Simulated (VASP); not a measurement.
# MgO (Fm-3m) in VASP: single point with r2SCAN

Aim: the single point of MgO with r2SCAN.

All numbers are computed with VASP 6.6.1; they aren't measurements. Logs are shortened: lines on timing, memory, paths and dates and some standing lists are left out, and cuts for length are marked.

### Step 1. The cell of the first run

Symmetry: Fm-3m, No. 225, cubic system. Conventional cell: a = 4.309 Å, b = 4.309 Å, c = 4.309 Å, α = 90.00°, β = 90.00°, γ = 90.00°. Within 2.9 Å of Mg (site symmetry m-3m) lie 6 O at 2.15 Å. Within 2.9 Å of O (site symmetry m-3m) lie 6 Mg at 2.15 Å.

### Step 2. Single point, r2SCAN (strain +2.5%)

File POSCAR:

```
MgO
1.0
    0.0000000000      2.1547216012      2.1547216012
    2.1547216012      0.0000000000      2.1547216012
    2.1547216012      2.1547216012      0.0000000000
Mg O
1 1
Direct
    0.0000000000      0.0000000000      0.0000000000
    0.5000000000      0.5000000000      0.5000000000
```

File INCAR.step1:

```
PREC = Accurate
ENCUT = 750
ISMEAR = 0
SIGMA = 0.01
LREAL = False
LASPH = True
NELM = 120
NBANDS = 15
GGA = PE
ALGO = Normal
EDIFF = 1E-5
LWAVE = True
LCHARG = False
GGA_COMPAT = False
```

File INCAR.step2:

```
PREC = Accurate
ENCUT = 750
EDIFF = 1E-6
ISMEAR = 0
SIGMA = 0.01
LREAL = False
LASPH = True
NELM = 120
ALGO = Normal
ISIF = 2
LWAVE = False
LCHARG = False
METAGGA = R2SCAN
LMIXTAU = True
NBANDS = 15
ISTART = 1
GGA_COMPAT = False
```

File KPOINTS:

```
regular mesh
0
Gamma
  10 10 10
```

Potentials or basis: VASP PAW PBE potentials, release 64 (Mg_sv, O).

Run with:

```sh
$ cat potpaw_PBE.64/Mg_sv/POTCAR potpaw_PBE.64/O/POTCAR > POTCAR
$ cp INCAR.step1 INCAR
$ mpirun -np 1 vasp_std > vasp.out
$ cp INCAR.step2 INCAR
$ mpirun -np 1 vasp_std > vasp.out
```

OUTCAR:

```text
PREC = Accurate
   ENCUT = 750
   EDIFF = 1E-6
   ISMEAR = 0
   LREAL = False
   LASPH = True
   NELM = 120
   ISIF = 2
   METAGGA = R2SCAN
   ISTART = 1

 ion  position               nearest neighbor table
   1  0.000  0.000  0.000-
   2  0.500  0.500  0.500-

  LATTYP: Found a face centered cubic cell.
 ALAT       =     4.3094432024

  Lattice vectors:

 A1 = (   0.0000000000,   2.1547216012,   2.1547216012)
 A2 = (   2.1547216012,   0.0000000000,   2.1547216012)
 A3 = (   2.1547216012,   2.1547216012,   0.0000000000)

Analysis of symmetry for initial positions (statically):
=====================================================================
 Subroutine PRICEL returns:
 Original cell was already a primitive cell.

 Routine SETGRP: Setting up the symmetry group for a
 face centered cubic supercell.

 Subroutine GETGRP returns: Found 48 space group operations
 (whereof 48 operations were pure point group operations)
 out of a pool of 48 trial point group operations.

The static configuration has the point symmetry O_h .

Analysis of symmetry for dynamics (positions and initial velocities):
=====================================================================
 Subroutine PRICEL returns:
 Original cell was already a primitive cell.

 Routine SETGRP: Setting up the symmetry group for a
 face centered cubic supercell.

 Subroutine GETGRP returns: Found 48 space group operations
 (whereof 48 operations were pure point group operations)
 out of a pool of 48 trial point group operations.

The dynamic configuration has the point symmetry O_h .

 Subroutine INISYM returns: Found 48 space group operations
 (whereof 48 operations are pure point group operations),
 and found     1 'primitive' translations

----------------------------------------------------------------------------------------

                                     Primitive cell

  volume of cell :      20.0080

  direct lattice vectors                    reciprocal lattice vectors
     0.000000000  2.154721601  2.154721601    -0.232048539  0.232048539  0.232048539
     2.154721601  0.000000000  2.154721601     0.232048539 -0.232048539  0.232048539
     2.154721601  2.154721601  0.000000000     0.232048539  0.232048539 -0.232048539

  length of vectors
     3.047236512  3.047236512  3.047236512     0.401919860  0.401919860  0.401919860

  position of ions in fractional coordinates (direct lattice)
     0.000000000  0.000000000  0.000000000
     0.500000000  0.500000000  0.500000000

  ion indices of the primitive-cell ions
   primitive index   ion index
                 1           1
                 2           2

----------------------------------------------------------------------------------------

 KPOINTS: regular mesh

Automatic generation of k-mesh.
 Grid dimensions read from file:
 generate k-points for:   10   10   10

 Generating k-lattice:

  Cartesian coordinates                     Fractional coordinates (reciprocal lattice)
    -0.023204854  0.023204854  0.023204854     0.100000000  0.000000000  0.000000000
     0.023204854 -0.023204854  0.023204854     0.000000000  0.100000000  0.000000000
     0.023204854  0.023204854 -0.023204854     0.000000000  0.000000000  0.100000000

  Length of vectors
     0.040191986  0.040191986  0.040191986

  Shift w.r.t. Gamma in fractional coordinates (k-lattice)
     0.000000000  0.000000000  0.000000000

 Subroutine IBZKPT returns following result:
 ===========================================

 Found     47 irreducible k-points:

 Following reciprocal coordinates:
            Coordinates               Weight
  0.000000  0.000000  0.000000      1.000000
  0.100000  0.000000  0.000000      8.000000
  0.200000  0.000000  0.000000      8.000000
  0.300000  0.000000  0.000000      8.000000
  0.400000  0.000000  0.000000      8.000000
  0.500000  0.000000  0.000000      4.000000
[... 16 lines left out ...]
  0.300000  0.300000  0.000000      6.000000
  0.400000  0.300000  0.000000     24.000000
 [... further k-points ...]
   k-points           NKPTS =     47   k-points in BZ     NKDIM =     47   number of bands    NBANDS=     15
   number of dos      NEDOS =    301   number of ions     NIONS =      2
   total plane-waves  NPLWV =  21952
   dimension x,y,z NGX =    28 NGY =   28 NGZ =   28
   dimension x,y,z NGXF=    56 NGYF=   56 NGZF=   56
   ions per type =               1   1
   NGX,Y,Z   is equivalent  to a cutoff of  15.28, 15.28, 15.28 a.u.
   NGXF,Y,Z  is equivalent  to a cutoff of  30.55, 30.55, 30.55 a.u.
 SYSTEM =  unknown system
   PREC   = accura    normal or accurate (medium, high low for compatibility)
   ISTART =      1    job   : 0-new  1-cont  2-samecut
   ICHARG =      0    charge: 1-file 2-atom 10-const
   ISPIN  =      1    spin polarized calculation?
   LNONCOLLINEAR =      F non collinear calculations
   LSORBIT =      F    spin-orbit coupling
   LASPH  =      T    aspherical Exc in radial PAW
   ENCUT  =  750.0 eV  55.12 Ry    7.42 a.u.   6.80  6.80  6.80*2*pi/ulx,y,z
   NELM   =    120;   NELMIN=  2; NELMDL=  0     # of ELM steps
   EDIFF  = 0.1E-05   stopping-criterion for ELM
   LREAL  =      F    real-space projection
   EDIFFG = 0.1E-04   stopping-criterion for IOM
   NSW    =      0    number of steps for IOM
   IBRION =     -1    ionic relax: 0-MD 1-quasi-New 2-CG
   NFREE  =      0    steps in history (QN), initial steepest desc. (CG)
   ISIF   =      2    stress and relaxation
   ISYM   =      2    0-nonsym 1-usesym 2-fastsym
   POTIM  = 0.5000    time-step for ionic-motion
   TEBEG  =    0.0;   TEEND  =   0.0 temperature during run
   PSTRESS=    0.0 pullay stress
   NELECT =      16.0000    total number of electrons
   NUPDOWN=      -1.0000    fix difference up-down
   EMIN   =  10.00;   EMAX   =-10.00  energy-range for DOS
   EFERMI =   0.00;   METHOD = LEGACY
   ISMEAR =     0;   SIGMA  =   0.01  broadening in eV -4-tet -1-fermi 0-gaus
   EFERMI_NEDOS =   21; number of points for ismear=-14 and -15
   IALGO  =     38    algorithm
   IMIX   =      4    mixing-type and parameters
     AMIX     =   0.40;   BMIX     =  1.00
     AMIX_MAG =   1.60;   BMIX_MAG =  1.00
  volume/ion in A,a.u.               =      10.00        67.51
  Fermi-wavevector in a.u.,A,eV,Ry     =   1.519545  2.871524 31.416097  2.309018
  Thomas-Fermi vector in A             =   2.628517
   LORBIT       =      0    0 simple, 1 ext, 2 COOP (PROOUT), +10 PAW based schemes
   METAGGA = R2SCAN    functional components
   LHFCALC =     F    Hartree Fock is set to
   AEXX    =    0.0000 exact exchange contribution
   IVDW    =     0    specifies the selected vdW correction
   LEPSILON=     F    determine dielectric tensor
   LRPA    =     F    only Hartree local field effects (RPA)
 non-spin polarized calculation
 Gauss-broadening in eV      SIGMA  =   0.01
  energy-cutoff  :      750.00
  volume of cell :       20.01
 maximum number of plane-waves:       951
   NGX = 13   NGY = 13   NGZ = 13

 number of electron      16.0000005 magnetization

 Free energy of the ion-electron system (eV)
  ---------------------------------------------------
  ext. energy  EPLUGINS =         0.00000000
  ---------------------------------------------------
  free energy    TOTEN  =       -16.12116135 eV

  energy without entropy =      -16.12116135  energy(sigma->0) =      -16.12116135

 E-fermi :   2.0959     XC(G=0): -11.6648

 val. band max:        2.0459995831   @ k =   0.0000   0.0000   0.0000
 cond. band min:       7.0350114386   @ k =   0.0000   0.0000   0.0000
 fundamental gap:      4.9890118555
 Fermi energy:         2.0959416032

 k-point     1 :       0.0000    0.0000    0.0000
  band No.  band energies     occupation
      1     -73.1923      2.00000
      2     -38.2889      2.00000
      3     -38.2889      2.00000
      4     -38.2889      2.00000
      5     -15.8088      2.00000
      6       2.0460      2.00000
      7       2.0460      2.00000
      8       2.0460      2.00000
      9       7.0350      0.00000
     10      18.4990      0.00000
     11      18.4990      0.00000
     12      18.4990      0.00000
     13      22.4073      0.00000
     14      24.1759      0.00000
     15      24.1759      0.00000

 k-point     2 :       0.1000    0.0000    0.0000
  band No.  band energies     occupation
      1     -73.1917      2.00000
      2     -38.2948      2.00000
      3     -38.2894      2.00000
      4     -38.2894      2.00000
      5     -15.7150      2.00000
      6       1.4393      2.00000
      7       1.9843      2.00000
      8       1.9843      2.00000
      9       7.6487      0.00000
     10      17.2675      0.00000
     11      18.7274      0.00000
     12      18.7274      0.00000
     13      23.3899      0.00000
     14      23.3899      0.00000
     15      23.9962      0.00000

 k-point     3 :       0.2000    0.0000    0.0000
  band No.  band energies     occupation
      1     -73.1903      2.00000
      2     -38.3107      2.00000
      3     -38.2908      2.00000
      4     -38.2908      2.00000
      5     -15.4595      2.00000
      6       0.1980      2.00000
      7       1.8275      2.00000
      8       1.8275      2.00000
      9       8.8607      0.00000
     10      15.7376      0.00000
     11      19.1688      0.00000
     12      19.1688      0.00000
     13      22.6798      0.00000
     14      22.6798      0.00000
     15      24.7817      0.00000

 k-point     4 :       0.3000    0.0000    0.0000
  band No.  band energies     occupation
      1     -73.1886      2.00000
      2     -38.3304      2.00000
      3     -38.2929      2.00000
      4     -38.2929      2.00000
      5     -15.1202      2.00000
      6      -1.0375      2.00000
      7       1.6422      2.00000
      8       1.6422      2.00000
      9       9.8798      0.00000
     10      14.9688      0.00000
     11      19.2185      0.00000
     12      19.2185      0.00000
     13      23.1485      0.00000
     14      23.1485      0.00000
     15      24.1966      0.00000
[... 307 lines left out ...]
 k-point    22 :      -0.2000    0.2000    0.0000
  band No.  band energies     occupation
      1     -73.1879      2.00000
      2     -38.3268      2.00000
      3     -38.3045      2.00000
      4     -38.2922      2.00000
      5     -15.0224      2.00000
      6      -0.8551      2.00000
      7       0.8165      2.00000
      8       1.6406      2.00000
      9      10.7887      0.00000
     10      14.5939      0.00000
     11      17.6345      0.00000
     12      20.3242      0.00000
     13      21.1379      0.00000
     14      24.0000      0.00000
     15      27.3307      0.00000

 k-point    23 :       0.3000    0.3000    0.0000
  band No.  band energies     occupation
      1     -73.1874      2.00000
      2     -38.3251      2.00000
      3     -38.3026      2.00000
      4     -38.3026      2.00000
      5     -14.9554      2.00000
      6      -0.9028      2.00000
      7       1.1664      2.00000
      8       1.1664      2.00000
      9      11.1985      0.00000
     10      13.2661      0.00000
     11      16.9855      0.00000
     12      20.4582      0.00000
     13      20.4582      0.00000
     14      26.8009      0.00000
     15      29.6660      0.00000

 k-point    24 :       0.4000    0.3000    0.0000
  band No.  band energies     occupation
      1     -73.1863      2.00000
      2     -38.3329      2.00000
      3     -38.3066      2.00000
      4     -38.3049      2.00000
      5     -14.7502      2.00000
      6      -1.2929      2.00000
      7       0.8309      2.00000
      8       1.0271      2.00000
      9      11.9941      0.00000
     10      12.9585      0.00000
     11      16.1546      0.00000
     12      20.6790      0.00000
     13      20.8815      0.00000
     14      27.5263      0.00000
     15      29.2035      0.00000

 [... further k-points ...]

------------------------ aborting loop because EDIFF is reached ----------------------------------------

  FORCE on cell =-STRESS in cart. coord.  units (eV):
  Direction    XX          YY          ZZ          XY          YZ          ZX
  --------------------------------------------------------------------------------------
  -------------------------------------------------------------------------------------
  Total       -1.3461001     -1.3461001     -1.3461001     -0.0000000     -0.0000000     -0.0000000
  in kB     -107.7914845   -107.7914845   -107.7914845     -0.0000000     -0.0000000     -0.0000000
  external PRESSURE =    -107.7914845 kB  Pullay stress =       0.0000000 kB

 VOLUME and BASIS-vectors are now :
 -----------------------------------------------------------------------------
  energy-cutoff  :      750.00
  volume of cell :       20.01
      direct lattice vectors                 reciprocal lattice vectors
     0.000000000  2.154721601  2.154721601    -0.232048539  0.232048539  0.232048539
     2.154721601  0.000000000  2.154721601     0.232048539 -0.232048539  0.232048539
     2.154721601  2.154721601  0.000000000     0.232048539  0.232048539 -0.232048539

 POSITION                                       TOTAL-FORCE (eV/Angst)
 -----------------------------------------------------------------------------------
      0.00000      0.00000      0.00000         0.000000     -0.000000      0.000000
      2.15472      2.15472      2.15472        -0.000000      0.000000     -0.000000
 -----------------------------------------------------------------------------------
    total drift:                                0.000000      0.000000      0.000000

  FREE ENERGIE OF THE ION-ELECTRON SYSTEM (eV)
  ---------------------------------------------------
  free  energy   TOTEN  =       -16.1211613521 eV

  energy  without entropy=      -16.1211613521  energy(sigma->0) =      -16.12116135
```

It took 58 s on 1 thread of Intel Xeon Platinum 8488C (Sapphire Rapids), shared host; peak memory 0.17 GiB.

What came out:

```yaml
Free_energy: -16.1212 eV
Pressure: -10.8 GPa
Band_gap_on_the_k_mesh: 4.99 eV
```

Caveat: the cell differs from its parent crystal (strain +2.5%); the cell stands under tension; the PAW data sets were made with another functional, which shifts forces and pressure a little.
